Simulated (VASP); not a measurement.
# ScFeC4N4 (P-43m) in VASP: a series of runs

The runs below take ScFeC4N4 through single point, with PBE.

All numbers are computed with VASP 6.6.1; they aren't measurements. Logs are shortened: lines on timing, memory, paths and dates and some standing lists are left out, and cuts for length are marked.

### 1 The cell of the first run

Symmetry: P-43m, No. 215, cubic system. Conventional cell: a = 6.030 Å, b = 6.030 Å, c = 6.030 Å, α = 90.00°, β = 90.00°, γ = 90.00°. Sc (site symmetry -43m) has 4 C at 2.02 Å within 2.7 Å. Fe (site symmetry -43m) has 4 N at 2.03 Å within 2.7 Å. Within 1.6 Å of C (site symmetry 3m) lie 1 N at 1.17 Å. Within 1.6 Å of N (site symmetry 3m) lie 1 C at 1.17 Å.

### 2 Single point, PBE, collinear spin, ferromagnetic start

The input, INCAR:

```
SYSTEM = ScFeC4N4
PREC = Accurate ; ENCUT = 520
EDIFF = 1E-6 ; ISMEAR = 0
SIGMA = 0.1 ; LREAL = .False.
LASPH = .True. ; NELM = 150
ALGO = Normal ; ISIF = 2
LWAVE = .False. ; LCHARG = .False.
ISPIN = 2 ; MAGMOM = 0 4 0 0 0 0 0 0 0 0
LORBIT = 11 ; LMAXMIX = 4
GGA = PE ; NBANDS = 42
```

The input, KPOINTS:

```
regular mesh
0
Gamma
  4 4 4
  0 0 0
```

The input, POSCAR:

```
ScFeC4N4
1.0
    6.0298462100      0.0000000000      0.0000000000
    0.0000000000      6.0298462100      0.0000000000
    0.0000000000      0.0000000000      6.0298462100
Sc Fe C N
1 1 4 4
Direct
    0.0000000000      0.0000000000      0.0000000000
    0.5000000000      0.5000000000      0.5000000000
    0.1936039800      0.1936039800      0.1936039800
    0.1936039800      0.8063960200      0.8063960200
    0.8063960200      0.1936039800      0.8063960200
    0.8063960200      0.8063960200      0.1936039800
    0.3056300300      0.3056300300      0.3056300300
    0.3056300300      0.6943699700      0.6943699700
    0.6943699700      0.3056300300      0.6943699700
    0.6943699700      0.6943699700      0.3056300300
```

Potentials or basis: VASP PAW PBE potentials, release 64 (Sc_sv, Fe, C, N).

Command:

```bash
$ cat potpaw_PBE.64/Sc_sv/POTCAR potpaw_PBE.64/Fe/POTCAR potpaw_PBE.64/C/POTCAR potpaw_PBE.64/N/POTCAR > POTCAR
$ mpirun -np 1 vasp_std > vasp.out
```

OUTCAR:

```text
SYSTEM = ScFeC4N4
   PREC = Accurate
   ENCUT = 520
   EDIFF = 1E-6
   ISMEAR = 0
   LREAL = .False.
   LASPH = .True.
   NELM = 150
   ISIF = 2
   ISPIN = 2
   LORBIT = 11
   GGA = PE

 ion  position               nearest neighbor table
   1  0.000  0.000  0.000-   3 2.02   4 2.02   5 2.02   6 2.02
   2  0.500  0.500  0.500-   7 2.03   8 2.03   9 2.03  10 2.03
   3  0.194  0.194  0.194-   7 1.17   1 2.02
   4  0.194  0.806  0.806-   8 1.17   1 2.02
   5  0.806  0.194  0.806-   9 1.17   1 2.02
   6  0.806  0.806  0.194-  10 1.17   1 2.02
   7  0.306  0.306  0.306-   3 1.17   2 2.03
   8  0.306  0.694  0.694-   4 1.17   2 2.03
   9  0.694  0.306  0.694-   5 1.17   2 2.03
  10  0.694  0.694  0.306-   6 1.17   2 2.03

  LATTYP: Found a simple cubic cell.
 ALAT       =     6.0298462100

  Lattice vectors:

 A1 = (   6.0298462100,   0.0000000000,   0.0000000000)
 A2 = (   0.0000000000,   6.0298462100,   0.0000000000)
 A3 = (   0.0000000000,   0.0000000000,   6.0298462100)

Analysis of symmetry for initial positions (statically):
=====================================================================
 Subroutine PRICEL returns:
 Original cell was already a primitive cell.

 Routine SETGRP: Setting up the symmetry group for a
 simple cubic supercell.

 Subroutine GETGRP returns: Found 24 space group operations
 (whereof 24 operations were pure point group operations)
 out of a pool of 48 trial point group operations.

The static configuration has the point symmetry T_d .

Analysis of symmetry for dynamics (positions and initial velocities):
=====================================================================
 Subroutine PRICEL returns:
 Original cell was already a primitive cell.

 Routine SETGRP: Setting up the symmetry group for a
 simple cubic supercell.

 Subroutine GETGRP returns: Found 24 space group operations
 (whereof 24 operations were pure point group operations)
 out of a pool of 48 trial point group operations.

The dynamic configuration has the point symmetry T_d .

Analysis of structural, dynamic, and magnetic symmetry:
=====================================================================
 Subroutine PRICEL returns:
 Original cell was already a primitive cell.

 Routine SETGRP: Setting up the symmetry group for a
 simple cubic supercell.

 Subroutine GETGRP returns: Found 24 space group operations
 (whereof 24 operations were pure point group operations)
 out of a pool of 48 trial point group operations.

The overall configuration has the point symmetry T_d .

 Subroutine INISYM returns: Found 24 space group operations
 (whereof 24 operations are pure point group operations),
 and found     1 'primitive' translations

----------------------------------------------------------------------------------------

                                     Primitive cell

  volume of cell :     219.2395

  direct lattice vectors                    reciprocal lattice vectors
     6.029846210  0.000000000  0.000000000     0.165841709  0.000000000  0.000000000
     0.000000000  6.029846210  0.000000000     0.000000000  0.165841709  0.000000000
     0.000000000  0.000000000  6.029846210     0.000000000  0.000000000  0.165841709

  length of vectors
     6.029846210  6.029846210  6.029846210     0.165841709  0.165841709  0.165841709

  position of ions in fractional coordinates (direct lattice)
     0.000000000  0.000000000  0.000000000
     0.500000000  0.500000000  0.500000000
     0.193603980  0.193603980  0.193603980
     0.193603980  0.806396020  0.806396020
     0.806396020  0.193603980  0.806396020
     0.806396020  0.806396020  0.193603980
     0.305630030  0.305630030  0.305630030
     0.305630030  0.694369970  0.694369970
     0.694369970  0.305630030  0.694369970
     0.694369970  0.694369970  0.305630030

  ion indices of the primitive-cell ions
   primitive index   ion index
                 1           1
                 2           2
                 3           3
                 4           4
                 5           5
                 6           6
                 7           7
                 8           8
                 9           9
                10          10

----------------------------------------------------------------------------------------

 KPOINTS: regular mesh

Automatic generation of k-mesh.
 Grid dimensions read from file:
 generate k-points for:    4    4    4

 Generating k-lattice:

  Cartesian coordinates                     Fractional coordinates (reciprocal lattice)
     0.041460427  0.000000000  0.000000000     0.250000000  0.000000000  0.000000000
     0.000000000  0.041460427  0.000000000     0.000000000  0.250000000  0.000000000
     0.000000000  0.000000000  0.041460427     0.000000000  0.000000000  0.250000000

  Length of vectors
     0.041460427  0.041460427  0.041460427

  Shift w.r.t. Gamma in fractional coordinates (k-lattice)
     0.000000000  0.000000000  0.000000000

 Subroutine IBZKPT returns following result:
 ===========================================

 Found     10 irreducible k-points:

 Following reciprocal coordinates:
            Coordinates               Weight
  0.000000  0.000000  0.000000      1.000000
  0.250000  0.000000  0.000000      6.000000
  0.500000  0.000000  0.000000      3.000000
  0.250000  0.250000  0.000000     12.000000
  0.500000  0.250000  0.000000     12.000000
  0.500000  0.500000  0.000000      3.000000
  0.250000  0.250000  0.250000      8.000000
  0.500000  0.250000  0.250000     12.000000
  0.500000  0.500000  0.250000      6.000000
  0.500000  0.500000  0.500000      1.000000
   k-points           NKPTS =     10   k-points in BZ     NKDIM =     10   number of bands    NBANDS=     42
   number of dos      NEDOS =    301   number of ions     NIONS =     10
   total plane-waves  NPLWV = 110592
   dimension x,y,z NGX =    48 NGY =   48 NGZ =   48
   dimension x,y,z NGXF=    96 NGYF=   96 NGZF=   96
   ions per type =               1   1   4   4
   NGX,Y,Z   is equivalent  to a cutoff of  13.23, 13.23, 13.23 a.u.
   NGXF,Y,Z  is equivalent  to a cutoff of  26.47, 26.47, 26.47 a.u.
 SYSTEM =  ScFeC4N4
   PREC   = accura    normal or accurate (medium, high low for compatibility)
   ISTART =      0    job   : 0-new  1-cont  2-samecut
   ICHARG =      2    charge: 1-file 2-atom 10-const
   ISPIN  =      2    spin polarized calculation?
   LNONCOLLINEAR =      F non collinear calculations
   LSORBIT =      F    spin-orbit coupling
   LASPH  =      T    aspherical Exc in radial PAW
   ENCUT  =  520.0 eV  38.22 Ry    6.18 a.u.  11.21 11.21 11.21*2*pi/ulx,y,z
   NELM   =    150;   NELMIN=  2; NELMDL= -5     # of ELM steps
   EDIFF  = 0.1E-05   stopping-criterion for ELM
   LREAL  =      F    real-space projection
   EDIFFG = 0.1E-04   stopping-criterion for IOM
   NSW    =      0    number of steps for IOM
   IBRION =     -1    ionic relax: 0-MD 1-quasi-New 2-CG
   NFREE  =      0    steps in history (QN), initial steepest desc. (CG)
   ISIF   =      2    stress and relaxation
   ISYM   =      2    0-nonsym 1-usesym 2-fastsym
   POTIM  = 0.5000    time-step for ionic-motion
   TEBEG  =    0.0;   TEEND  =   0.0 temperature during run
   PSTRESS=    0.0 pullay stress
   NELECT =      55.0000    total number of electrons
   NUPDOWN=      -1.0000    fix difference up-down
   EMIN   =  10.00;   EMAX   =-10.00  energy-range for DOS
   EFERMI =   0.00;   METHOD = LEGACY
   ISMEAR =     0;   SIGMA  =   0.10  broadening in eV -4-tet -1-fermi 0-gaus
   EFERMI_NEDOS =   21; number of points for ismear=-14 and -15
   IALGO  =     38    algorithm
   IMIX   =      4    mixing-type and parameters
     AMIX     =   0.40;   BMIX     =  1.00
     AMIX_MAG =   1.60;   BMIX_MAG =  1.00
  volume/ion in A,a.u.               =      21.92       147.95
  Fermi-wavevector in a.u.,A,eV,Ry     =   1.032499  1.951140 14.504538  1.066053
  Thomas-Fermi vector in A             =   2.166699
   LORBIT       =     11    0 simple, 1 ext, 2 COOP (PROOUT), +10 PAW based schemes
   GGA     = PE    functional components
   LHFCALC =     F    Hartree Fock is set to
   AEXX    =    0.0000 exact exchange contribution
   IVDW    =     0    specifies the selected vdW correction
   LEPSILON=     F    determine dielectric tensor
   LRPA    =     F    only Hartree local field effects (RPA)
 spin polarized calculation
 Gauss-broadening in eV      SIGMA  =   0.10
  energy-cutoff  :      520.00
  volume of cell :      219.24
 maximum number of plane-waves:      5940
 NGX is ok and might be reduce to    48
   NGX = 23   NGY = 23   NGZ = 23

 number of electron      55.0000001 magnetization       3.0001537

 Free energy of the ion-electron system (eV)
  ---------------------------------------------------
  ext. energy  EPLUGINS =         0.00000000
  ---------------------------------------------------
  free energy    TOTEN  =       -81.45522783 eV

  energy without entropy =      -81.45325446  energy(sigma->0) =      -81.45424115

 E-fermi :  -0.0020     XC(G=0):  -6.9039

 val. band max:       -0.1051633566   @ k =   0.5000   0.0000   0.0000
 cond. band min:       0.0993518082   @ k =   0.5000   0.5000   0.0000
 fundamental gap:      0.2045151648
 Fermi energy:        -0.0020129521

 spin component 1

 k-point     1 :       0.0000    0.0000    0.0000
  band No.  band energies     occupation
      1     -49.3756      1.00000
      2     -28.1731      1.00000
      3     -28.1731      1.00000
      4     -28.1731      1.00000
      5     -18.8700      1.00000
      6     -18.7715      1.00000
[... 31 lines left out ...]
     38       4.0673      0.00000
     39       5.4481      0.00000
[... 376 lines left out ...]
     38       5.3201      0.00000
     39       5.3201      0.00000
 Fermi energy:        -0.0020129521

 spin component 2

 k-point     1 :       0.0000    0.0000    0.0000
  band No.  band energies     occupation
      1     -49.4624      1.00000
      2     -28.2636      1.00000
      3     -28.2636      1.00000
      4     -28.2636      1.00000
      5     -18.8490      1.00000
      6     -18.7513      1.00000
[... 31 lines left out ...]
     38       4.0599      0.00000
     39       5.5467      0.00000
[... 376 lines left out ...]
     38       5.5013      0.00000
     39       5.5014      0.00000
 [bands above 39 left out]

------------------------ aborting loop because EDIFF is reached ----------------------------------------

  FORCE on cell =-STRESS in cart. coord.  units (eV):
  Direction    XX          YY          ZZ          XY          YZ          ZX
  --------------------------------------------------------------------------------------
  -------------------------------------------------------------------------------------
  Total        7.3537509      7.3537509      7.3537509      0.0000000      0.0000000      0.0000000
  in kB       53.7403872     53.7403872     53.7403872      0.0000000      0.0000000      0.0000000
  external PRESSURE =      53.7403872 kB  Pullay stress =       0.0000000 kB

 VOLUME and BASIS-vectors are now :
 -----------------------------------------------------------------------------
  energy-cutoff  :      520.00
  volume of cell :      219.24
      direct lattice vectors                 reciprocal lattice vectors
     6.029846210  0.000000000  0.000000000     0.165841709  0.000000000  0.000000000
     0.000000000  6.029846210  0.000000000     0.000000000  0.165841709  0.000000000
     0.000000000  0.000000000  6.029846210     0.000000000  0.000000000  0.165841709

 POSITION                                       TOTAL-FORCE (eV/Angst)
 -----------------------------------------------------------------------------------
      0.00000      0.00000      0.00000         0.000000     -0.000000      0.000000
      3.01492      3.01492      3.01492         0.000000     -0.000000      0.000000
      1.16740      1.16740      1.16740         1.345354      1.345354      1.345354
      1.16740      4.86244      4.86244         1.345354     -1.345354     -1.345354
      4.86244      1.16740      4.86244        -1.345354      1.345354     -1.345354
      4.86244      4.86244      1.16740        -1.345354     -1.345354      1.345354
      1.84290      1.84290      1.84290         0.976991      0.976991      0.976991
      1.84290      4.18694      4.18694         0.976991     -0.976991     -0.976991
      4.18694      1.84290      4.18694        -0.976991      0.976991     -0.976991
      4.18694      4.18694      1.84290        -0.976991     -0.976991      0.976991
 -----------------------------------------------------------------------------------
    total drift:                                0.000000      0.000000     -0.000000

  FREE ENERGIE OF THE ION-ELECTRON SYSTEM (eV)
  ---------------------------------------------------
  free  energy   TOTEN  =       -81.4552278302 eV

  energy  without entropy=      -81.4532544618  energy(sigma->0) =      -81.45424115

 total charge

# of ion       s       p       d       tot
------------------------------------------
    1        2.322   6.309   1.328   9.959
    2        0.306   0.412   6.157   6.875
    3        0.982   1.680   0.000   2.662
    4        0.982   1.680   0.000   2.662
    5        0.982   1.680   0.000   2.662
    6        0.982   1.680   0.000   2.662
    7        1.309   2.553   0.000   3.862
    8        1.309   2.553   0.000   3.862
    9        1.309   2.553   0.000   3.862
   10        1.309   2.553   0.000   3.862
--------------------------------------------------
tot         11.793  23.651   7.485  42.929

 magnetization (x)

# of ion       s       p       d       tot
------------------------------------------
    1       -0.001  -0.004  -0.102  -0.107
    2        0.015   0.063   2.883   2.960
    3        0.003   0.011   0.000   0.013
    4        0.003   0.011   0.000   0.013
    5        0.003   0.011   0.000   0.013
    6        0.003   0.011   0.000   0.013
    7        0.003  -0.009   0.000  -0.005
    8        0.003  -0.009   0.000  -0.005
    9        0.003  -0.009   0.000  -0.005
   10        0.003  -0.009   0.000  -0.005
--------------------------------------------------
tot          0.038   0.067   2.780   2.885
```

Wall time 5.5 min (1 thread of Intel Xeon Platinum 8259CL at 2.50GHz (Skylake/Cascade Lake), shared host); peak memory 0.5 GiB.

Results:

```
Free energy                                           : -81.4552 eV
Pressure                                              : 5.4 GPa
Largest force                                         : 2.330 eV/Å
Band gap on the k mesh                                : 0.20 eV (least direct gap 0.22 eV)
Net moment                                            : 3.00 μB per cell
Site moments                                          : Sc -0.11; Fe +2.96; C +0.01; N -0.01 μB
Valence electrons inside the program's atomic spheres : Sc 9.96; Fe 6.88; C 2.66; N 3.86
```

Forces in eV/Å, atoms in the order of the input:
```
Sc   0.000  0.000  0.000
Fe   0.000  0.000  0.000
C    1.345  1.345  1.345
C    1.345 -1.345 -1.345
C   -1.345  1.345 -1.345
C   -1.345 -1.345  1.345
N    0.977  0.977  0.977
N    0.977 -0.977 -0.977
N   -0.977  0.977 -0.977
N   -0.977 -0.977  0.977
```

Levels at points of the mesh, in eV from the valence-band top:
Spin up:
```
           k point  band 26  band 27  band 28  band 29  band 30  band 31  band 32  band 33
(0.00, 0.00, 0.00)    -1.95    -1.71    -1.71    -1.71     0.92     0.92     1.18     1.18
(0.50, 0.00, 0.00)    -1.78    -1.76    -1.70    -1.70     0.78     0.83     1.43     1.51
(0.50, 0.50, 0.00)    -1.77    -1.77    -1.66    -1.66     0.78     0.84     1.53     1.53
(0.50, 0.50, 0.50)    -1.92    -1.67    -1.67    -1.67     0.93     0.93     1.46     1.46
```
Spin down:
```
           k point  band 23  band 24  band 25  band 26  band 27  band 28  band 29  band 30
(0.00, 0.00, 0.00)    -4.63    -4.63    -0.47    -0.47     0.54     0.54     0.54     1.23
(0.50, 0.00, 0.00)    -4.65    -4.65    -0.29     0.00     0.23     0.73     0.85     0.85
(0.50, 0.50, 0.00)    -4.69    -4.69    -0.23    -0.02     0.20     0.74     1.12     1.13
(0.50, 0.50, 0.50)    -4.52    -4.52    -0.45    -0.45     0.89     0.89     0.89     1.23
```

Caveat: the cell stands under pressure; semilocal functionals underestimate gaps, and a narrow one can read as zero; a cell with one magnetic atom can't hold antiferromagnetic order, which such compounds often take; forces of over 1 eV/Å act on the atoms, so gaps and moduli don't describe the material at rest.

### 3 Single point, PBE, collinear spin, ferromagnetic start

This run uses another cell than the first one, of 23.08 Å³/atom.

The input, INCAR:

```
PREC = Accurate
ENCUT = 520
EDIFF = 1E-7
ISMEAR = 0
SIGMA = 0.1
LREAL = F
LASPH = T
NELM = 150
ALGO = Normal
ISIF = 2
LWAVE = F
LCHARG = F
ISPIN = 2
MAGMOM = 0 4 0 0 0 0 0 0 0 0
LORBIT = 11
LMAXMIX = 4
GGA = PE
NBANDS = 42
```

The input, KPOINTS:

```
regular mesh
0
Gamma
  4 4 4
```

The input, POSCAR:

```
ScFeC4N4
1.0
    6.1336699920      0.0000000000      0.0000000000
    0.0000000000      6.1336699920      0.0000000000
    0.0000000000      0.0000000000      6.1336699920
Sc Fe C N
1 1 4 4
Direct
    0.0000000000      0.0000000000      0.0000000000
    0.5000000000      0.5000000000      0.5000000000
    0.2092518583      0.2092518583      0.2092518583
    0.2092518583      0.7907481417      0.7907481417
    0.7907481417      0.2092518583      0.7907481417
    0.7907481417      0.7907481417      0.2092518583
    0.3198074388      0.3198074388      0.3198074388
    0.3198074388      0.6801925612      0.6801925612
    0.6801925612      0.3198074388      0.6801925612
    0.6801925612      0.6801925612      0.3198074388
```

Potentials or basis: VASP PAW PBE potentials, release 64 (Sc_sv, Fe, C, N).

Command:

```bash
$ cat potpaw_PBE.64/Sc_sv/POTCAR potpaw_PBE.64/Fe/POTCAR potpaw_PBE.64/C/POTCAR potpaw_PBE.64/N/POTCAR > POTCAR
$ mpirun -np 1 vasp_std > vasp.out
```

Run time: 6.7 min. Hardware: 1 thread of Intel Xeon Platinum 8259CL at 2.50GHz (Skylake/Cascade Lake), shared host; peak memory 0.51 GiB.

It converged, with:

```
Free energy                                           : -82.8148 eV
Pressure                                              : 0.7 GPa
Largest force                                         : 0.316 eV/Å
Band gap on the k mesh                                : 0.18 eV
Net moment                                            : 3.00 μB per cell
Site moments                                          : Sc -0.13; Fe +2.81; C +0.03; N -0.01 μB
Valence electrons inside the program's atomic spheres : Sc 9.38; Fe 7.19; C 2.60; N 3.88
```

Forces on the atoms (eV/Å):
```
Sc   0.000  0.000  0.000
Fe   0.000  0.000  0.000
C   -0.183 -0.183 -0.183
C   -0.183  0.183  0.183
C    0.183 -0.183  0.183
C    0.183  0.183 -0.183
N    0.152  0.152  0.152
N    0.152 -0.152 -0.152
N   -0.152  0.152 -0.152
N   -0.152 -0.152  0.152
```

Levels at points of the mesh, in eV from the valence-band top:
Spin up:
| k point | band 26 | band 27 | band 28 | band 29 | band 30 | band 31 | band 32 | band 33 |
| --- | --- | --- | --- | --- | --- | --- | --- | --- |
| (0.00, 0.00, 0.00) | -1.83 | -1.31 | -1.31 | -1.31 | 0.88 | 0.88 | 1.23 | 1.23 |
| (0.50, 0.00, 0.00) | -1.65 | -1.36 | -1.29 | -1.29 | 0.75 | 0.81 | 1.36 | 1.49 |
| (0.50, 0.50, 0.00) | -1.63 | -1.39 | -1.25 | -1.25 | 0.80 | 0.80 | 1.41 | 1.41 |
| (0.50, 0.50, 0.50) | -1.76 | -1.29 | -1.29 | -1.29 | 0.91 | 0.91 | 1.37 | 1.37 |
Spin down:
| k point | band 24 | band 25 | band 26 | band 27 | band 28 | band 29 |
| --- | --- | --- | --- | --- | --- | --- |
| (0.00, 0.00, 0.00) | -4.40 | -0.48 | -0.48 | 0.62 | 0.62 | 0.62 |
| (0.50, 0.00, 0.00) | -4.41 | -0.30 | 0.00 | 0.24 | 0.61 | 0.87 |
| (0.50, 0.50, 0.00) | -4.40 | -0.21 | 0.00 | 0.18 | 0.65 | 1.07 |
| (0.50, 0.50, 0.50) | -4.30 | -0.40 | -0.40 | 0.86 | 0.86 | 0.86 |

Caveat: semilocal functionals underestimate gaps, and a narrow one can read as zero; a cell with one magnetic atom can't hold antiferromagnetic order, which such compounds often take. A k mesh can miss the band edges.
